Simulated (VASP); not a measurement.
HC18F: single point with PBE+D3(BJ)

Slab: HC18F, a slab with vacuum.

```
C F H
1.0
     7.39800    0.00000    0.00000
    -3.69900    6.40686    0.00000
     0.00000    0.00000   11.00000
C F H
18 1 1
Direct
  0.98725 0.99283 0.07720
  0.21148 0.10491 0.07726
  0.98796 0.32843 0.07730
  0.21059 0.43973 0.07724
  0.98951 0.66094 0.07736
  0.20914 0.77089 0.07736
  0.32130 0.99510 0.07736
  0.54392 0.10644 0.07733
  0.32271 0.32755 0.07721
  0.54231 0.43710 0.07730
  0.32021 0.65934 0.07732
  0.54460 0.77176 0.07749
  0.65618 0.99458 0.07730
  0.87582 0.10421 0.07720
  0.65385 0.32603 0.07733
  0.87813 0.43825 0.07738
  0.65471 0.66165 0.07766
  0.87770 0.77324 0.07734
  0.62460 0.70190 0.36129
  0.62507 0.70142 0.27586
```

| Property | Result |
| --- | --- |
| Program | VASP 6.6.1 |
| Task | single point |
| Functional | PBE |
| Dispersion | D3(BJ) |
| Potentials or basis | VASP PAW PBE potentials, release 64 (C, F, H) |
| Cutoff | 520 eV |
| k mesh | 2 × 2 × 1 |
| Occupations | gaussian, width 0.02 eV |
| Spin | no spin polarisation |

The largest force is 0.287 eV/Å, the band gap on the k mesh is 0.19 eV, direct and the dispersion energy per atom is -0.085 eV.

Forces in eV/Å, atoms in the order of the input:
```
C    0.006  0.006 -0.001
C   -0.006  0.002 -0.001
C    0.004 -0.005  0.000
C    0.007 -0.006  0.000
C    0.004  0.002 -0.001
C   -0.006  0.004 -0.001
C    0.001 -0.002  0.001
C    0.007 -0.005 -0.001
C   -0.009  0.000  0.000
C    0.008  0.005  0.001
C    0.002  0.009  0.000
C   -0.002 -0.006  0.003
C   -0.014  0.014  0.000
C   -0.002  0.011  0.001
C    0.007 -0.003  0.001
C   -0.009 -0.005  0.000
C   -0.006 -0.012  0.003
C    0.006 -0.013  0.000
F   -0.002  0.002  0.283
H    0.002  0.000 -0.287
```

Levels at points of the mesh, in eV from the valence-band top:
```csv
k point,band 36,band 37,band 38,band 39,band 40,band 41,band 42,band 43,band 44,band 45
"(0.00, 0.00, 0.00)",-4.33,-2.95,-2.95,-0.06,0.00,0.19,0.22,3.45,4.79,4.89
"(0.50, 0.00, 0.00)",-2.63,-2.58,-2.53,-2.52,-2.26,1.77,2.53,2.58,2.64,2.66
"(0.00, 0.50, 0.00)",-2.64,-2.58,-2.53,-2.51,-2.26,1.77,2.54,2.58,2.63,2.66
"(0.50, 0.50, 0.00)",-2.59,-2.58,-2.55,-2.53,-2.26,1.75,2.53,2.57,2.64,2.68
```

Run time: 3.5 min on 1 thread of AMD EPYC 7R13 Processor (Zen 3) (shared host), peak memory 0.56 GiB.

Caveat: the k points lie up to 0.49 Å⁻¹ apart.
